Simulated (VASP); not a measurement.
# HfB (R-3m) in VASP: a series of runs, part 2 of 2

VASP 6.6.1. The steps go on from the part before.

## 4. Single point, PBEsol

This run uses another cell than the first one, of the same volume but with other edges.

Contents of INCAR:

```
SYSTEM = HfB
PREC     = Accurate       ! precision mode
ENCUT    = 520            ! plane-wave cutoff, eV
EDIFF    = 1E-7           ! SCF threshold, eV
ISMEAR   = 0              ! smearing method
SIGMA    = 0.15           ! smearing width, eV
LREAL    = .FALSE.        ! projectors in reciprocal space
LASPH    = .TRUE.         ! aspherical terms in the spheres
NELM     = 100            ! most SCF steps
ALGO     = Normal         ! electronic algorithm
ISIF     = 2              ! what is computed and relaxed
LWAVE    = .FALSE.        ! write WAVECAR
LCHARG   = .FALSE.        ! write CHGCAR
GGA      = PS             ! functional
NBANDS   = 14             ! bands
```

Contents of KPOINTS:

```
Automatic mesh
0
G
  20 20 20
  0 0 0
```

Contents of POSCAR:

```
HfB
1.0
    0.1200796618      2.3715733202      2.3715733202
    2.3715733202      0.1200796618      2.3715733202
    2.3715733202      2.3715733202      0.1200796618
Hf B
1 1
Direct
    0.5000000000      0.5000000000      0.5000000000
    0.0000000000      0.0000000000      0.0000000000
```

Potentials or basis: VASP PAW PBE potentials, release 64 (Hf_pv, B).

The run is started by

```
cat potpaw_PBE.64/Hf_pv/POTCAR potpaw_PBE.64/B/POTCAR > POTCAR
mpirun -np 1 vasp_std > vasp.out
```

OUTCAR:

```text
SYSTEM = HfB
   PREC = Accurate
   ENCUT = 520
   EDIFF = 1E-7
   ISMEAR = 0
   LREAL = .FALSE.
   LASPH = .TRUE.
   NELM = 100
   ISIF = 2
   GGA = PS

 ion  position               nearest neighbor table
   1  0.500  0.500  0.500-   2 2.31   2 2.31   2 2.31   2 2.31   2 2.31   2 2.31
   2  0.000  0.000  0.000-   1 2.31   1 2.31   1 2.31   1 2.31   1 2.31   1 2.31

  LATTYP: Found a trigonal (rhomboedric) cell.
 ALAT       =     3.3560600637
 COS(alpha) =     0.5499279885

  Lattice vectors:

 A1 = (   0.1200796618,   2.3715733202,   2.3715733202)
 A2 = (   2.3715733202,   0.1200796618,   2.3715733202)
 A3 = (   2.3715733202,   2.3715733202,   0.1200796618)

Analysis of symmetry for initial positions (statically):
=====================================================================
 Subroutine PRICEL returns:
 Original cell was already a primitive cell.

 Routine SETGRP: Setting up the symmetry group for a
 trigonal (rhombohedral) supercell.

 Subroutine GETGRP returns: Found 12 space group operations
 (whereof 12 operations were pure point group operations)
 out of a pool of 12 trial point group operations.

The static configuration has the point symmetry D_3d.

Analysis of symmetry for dynamics (positions and initial velocities):
=====================================================================
 Subroutine PRICEL returns:
 Original cell was already a primitive cell.

 Routine SETGRP: Setting up the symmetry group for a
 trigonal (rhombohedral) supercell.

 Subroutine GETGRP returns: Found 12 space group operations
 (whereof 12 operations were pure point group operations)
 out of a pool of 12 trial point group operations.

The dynamic configuration has the point symmetry D_3d.

 Subroutine INISYM returns: Found 12 space group operations
 (whereof 12 operations are pure point group operations),
 and found     1 'primitive' translations

----------------------------------------------------------------------------------------

                                     Primitive cell

  volume of cell :      24.6528

  direct lattice vectors                    reciprocal lattice vectors
     0.120079662  2.371573320  2.371573320    -0.227558127  0.216591470  0.216591470
     2.371573320  0.120079662  2.371573320     0.216591470 -0.227558127  0.216591470
     2.371573320  2.371573320  0.120079662     0.216591470  0.216591470 -0.227558127

  length of vectors
     3.356060064  3.356060064  3.356060064     0.381584107  0.381584107  0.381584107

  position of ions in fractional coordinates (direct lattice)
     0.500000000  0.500000000  0.500000000
     0.000000000  0.000000000  0.000000000

  ion indices of the primitive-cell ions
   primitive index   ion index
                 1           1
                 2           2

----------------------------------------------------------------------------------------

 KPOINTS: Automatic mesh

Automatic generation of k-mesh.
 Grid dimensions read from file:
 generate k-points for:   20   20   20

 Generating k-lattice:

  Cartesian coordinates                     Fractional coordinates (reciprocal lattice)
    -0.011377906  0.010829573  0.010829573     0.050000000  0.000000000  0.000000000
     0.010829573 -0.011377906  0.010829573     0.000000000  0.050000000  0.000000000
     0.010829573  0.010829573 -0.011377906     0.000000000  0.000000000  0.050000000

  Length of vectors
     0.019079205  0.019079205  0.019079205

  Shift w.r.t. Gamma in fractional coordinates (k-lattice)
     0.000000000  0.000000000  0.000000000

 Subroutine IBZKPT returns following result:
 ===========================================

 Found    781 irreducible k-points:

 Following reciprocal coordinates:
            Coordinates               Weight
  0.000000  0.000000  0.000000      1.000000
  0.050000  0.000000 -0.000000      6.000000
  0.100000  0.000000  0.000000      6.000000
  0.150000  0.000000 -0.000000      6.000000
  0.200000  0.000000  0.000000      6.000000
  0.250000  0.000000  0.000000      6.000000
[... 16 lines left out ...]
 -0.400000  0.050000  0.000000     12.000000
 -0.350000  0.050000 -0.000000     12.000000
 [... further k-points ...]
   k-points           NKPTS =    781   k-points in BZ     NKDIM =    781   number of bands    NBANDS=     14
   number of dos      NEDOS =    301   number of ions     NIONS =      2
   total plane-waves  NPLWV =  21952
   dimension x,y,z NGX =    28 NGY =   28 NGZ =   28
   dimension x,y,z NGXF=    56 NGYF=   56 NGZF=   56
   ions per type =               1   1
   NGX,Y,Z   is equivalent  to a cutoff of  13.87, 13.87, 13.87 a.u.
   NGXF,Y,Z  is equivalent  to a cutoff of  27.74, 27.74, 27.74 a.u.
 SYSTEM =  HfB
   PREC   = accura    normal or accurate (medium, high low for compatibility)
   ISTART =      0    job   : 0-new  1-cont  2-samecut
   ICHARG =      2    charge: 1-file 2-atom 10-const
   ISPIN  =      1    spin polarized calculation?
   LNONCOLLINEAR =      F non collinear calculations
   LSORBIT =      F    spin-orbit coupling
   LASPH  =      T    aspherical Exc in radial PAW
   ENCUT  =  520.0 eV  38.22 Ry    6.18 a.u.   6.24  6.24  6.24*2*pi/ulx,y,z
   NELM   =    100;   NELMIN=  2; NELMDL= -5     # of ELM steps
   EDIFF  = 0.1E-06   stopping-criterion for ELM
   LREAL  =      F    real-space projection
   EDIFFG = 0.1E-05   stopping-criterion for IOM
   NSW    =      0    number of steps for IOM
   IBRION =     -1    ionic relax: 0-MD 1-quasi-New 2-CG
   NFREE  =      0    steps in history (QN), initial steepest desc. (CG)
   ISIF   =      2    stress and relaxation
   ISYM   =      2    0-nonsym 1-usesym 2-fastsym
   POTIM  = 0.5000    time-step for ionic-motion
   TEBEG  =    0.0;   TEEND  =   0.0 temperature during run
   PSTRESS=    0.0 pullay stress
   NELECT =      13.0000    total number of electrons
   NUPDOWN=      -1.0000    fix difference up-down
   EMIN   =  10.00;   EMAX   =-10.00  energy-range for DOS
   EFERMI =   0.00;   METHOD = LEGACY
   ISMEAR =     0;   SIGMA  =   0.15  broadening in eV -4-tet -1-fermi 0-gaus
   EFERMI_NEDOS =   21; number of points for ismear=-14 and -15
   IALGO  =     38    algorithm
   IMIX   =      4    mixing-type and parameters
     AMIX     =   0.40;   BMIX     =  1.00
     AMIX_MAG =   1.60;   BMIX_MAG =  1.00
  volume/ion in A,a.u.               =      12.33        83.18
  Fermi-wavevector in a.u.,A,eV,Ry     =   1.322617  2.499383 23.800871  1.749315
  Thomas-Fermi vector in A             =   2.452285
   LORBIT       =      0    0 simple, 1 ext, 2 COOP (PROOUT), +10 PAW based schemes
   GGA     = PS    functional components
   LHFCALC =     F    Hartree Fock is set to
   AEXX    =    0.0000 exact exchange contribution
   IVDW    =     0    specifies the selected vdW correction
   LEPSILON=     F    determine dielectric tensor
   LRPA    =     F    only Hartree local field effects (RPA)
 non-spin polarized calculation
 Gauss-broadening in eV      SIGMA  =   0.15
  energy-cutoff  :      520.00
  volume of cell :       24.65
 maximum number of plane-waves:       674
 NGX is ok and might be reduce to    28

 number of electron      13.0000001 magnetization

 Free energy of the ion-electron system (eV)
  ---------------------------------------------------
  ext. energy  EPLUGINS =         0.00000000
  ---------------------------------------------------
  free energy    TOTEN  =       -18.17192078 eV

  energy without entropy =      -18.16069620  energy(sigma->0) =      -18.16630849

 E-fermi :   5.0706     XC(G=0): -12.4048

 val. band max:        5.0699682480   @ k =  -0.4500   0.5000   0.3000
 cond. band min:       5.0712903252   @ k =   0.2500   0.2500   0.0500
 fundamental gap:      0.0013220771
 Fermi energy:         5.0705957792

 k-point     1 :       0.0000    0.0000    0.0000
  band No.  band energies     occupation
      1     -23.3411      2.00000
      2     -23.2061      2.00000
      3     -23.2061      2.00000
      4      -4.5660      2.00000
      5       6.3746      0.00000
      6       7.4944      0.00000
      7       7.4944      0.00000
      8       8.5429      0.00000
      9       9.2600      0.00000
     10       9.2600      0.00000
     11       9.2912      0.00000
     12       9.2912      0.00000
     13      16.7502      0.00000
     14      18.1335      0.00000
[... 375 lines left out ...]
 k-point    24 :      -0.3500    0.0500   -0.0000
  band No.  band energies     occupation
      1     -23.8937      2.00000
      2     -23.3738      2.00000
      3     -23.3214      2.00000
      4      -1.3054      2.00000
      5       2.4176      2.00000
      6       3.4949      2.00000
      7       4.3390      2.00000
      8       9.5835      0.00000
      9      10.7051      0.00000
     10      11.7094      0.00000
     11      16.2006      0.00000
     12      16.8913      0.00000
     13      18.4517      0.00000
     14      20.1703      0.00000

 [... further k-points ...]
[... 5 lines left out ...]
  --------------------------------------------------------------------------------------
  -------------------------------------------------------------------------------------
  Total        3.7810784      3.7810784      3.7810784     -0.5513238     -0.5513238     -0.5513238
  in kB      245.7312134    245.7312134    245.7312134    -35.8303748    -35.8303748    -35.8303748
  external PRESSURE =     245.7312134 kB  Pullay stress =       0.0000000 kB

 VOLUME and BASIS-vectors are now :
 -----------------------------------------------------------------------------
  energy-cutoff  :      520.00
  volume of cell :       24.65
      direct lattice vectors                 reciprocal lattice vectors
     0.120079662  2.371573320  2.371573320    -0.227558127  0.216591470  0.216591470
     2.371573320  0.120079662  2.371573320     0.216591470 -0.227558127  0.216591470
     2.371573320  2.371573320  0.120079662     0.216591470  0.216591470 -0.227558127

 POSITION                                       TOTAL-FORCE (eV/Angst)
 -----------------------------------------------------------------------------------
      2.43161      2.43161      2.43161         0.000000     -0.000000      0.000000
      0.00000      0.00000      0.00000        -0.000000      0.000000     -0.000000
 -----------------------------------------------------------------------------------
    total drift:                                0.000000      0.000000      0.000000

  FREE ENERGIE OF THE ION-ELECTRON SYSTEM (eV)
  ---------------------------------------------------
  free  energy   TOTEN  =       -18.1719207805 eV

  energy  without entropy=      -18.1606962043  energy(sigma->0) =      -18.16630849
```

Wall time 4.5 min (1 thread of Intel Xeon Platinum 8259CL at 2.50GHz (Skylake/Cascade Lake), shared host); peak memory 0.39 GiB.

Results:

* Free energy: -18.1719 eV
* Pressure: 24.6 GPa
* Band gap on the k mesh: zero (an odd number of electrons rules out a gap without spin polarisation)

Levels at points of the mesh, in eV from the Fermi level:
| k point | band 3 | band 4 | band 5 | band 6 | band 7 | band 8 | band 9 | band 10 | band 11 | band 12 |
| --- | --- | --- | --- | --- | --- | --- | --- | --- | --- | --- |
| (0.00, 0.00, 0.00) | -28.28 | -9.64 | 1.30 | 2.42 | 2.42 | 3.47 | 4.19 | 4.19 | 4.22 | 4.22 |
| (0.50, 0.00, 0.00) | -28.40 | -5.08 | -3.91 | -2.00 | -1.14 | 5.55 | 7.12 | 8.08 | 8.25 | 13.11 |
| (0.50, 0.50, 0.00) | -28.53 | -6.75 | -1.23 | -0.98 | 2.05 | 2.66 | 6.07 | 7.43 | 7.95 | 9.68 |
| (0.50, 0.50, 0.50) | -28.33 | -5.22 | -4.52 | -0.91 | -0.91 | 6.10 | 6.10 | 7.01 | 8.97 | 13.89 |

Caveat: the cell stands under pressure; the PAW data sets were made with another functional, which shifts forces and pressure a little; spin-orbit coupling is left out, which moves the levels of the heavy elements.

## 5. Summary

| cell | gap on the mesh (eV) | pressure (GPa) |
| --- | --- | --- |
| a = 4.115 Å, angles 38.9°, 2 atoms | none | 27.2 |
| a = 3.193 Å, angles 63.2°, 2 atoms | none | 24.5 |
| a = 3.356 Å, angles 56.6°, 2 atoms | none | 24.6 |

Alike in all rows: task single point; level PBEsol; potentials or basis VASP PAW PBE potentials, release 64 (Hf_pv, B); no spin polarisation; k mesh 20 × 20 × 20; cutoff (eV) 520; smearing gaussian 0.15 eV.

Caveats: the cell stands under pressure; the PAW data sets were made with another functional, which shifts forces and pressure a little; spin-orbit coupling is left out, which moves the levels of the heavy elements.

Total energies depend on the potentials used, so only differences within one code and one set of settings carry meaning.
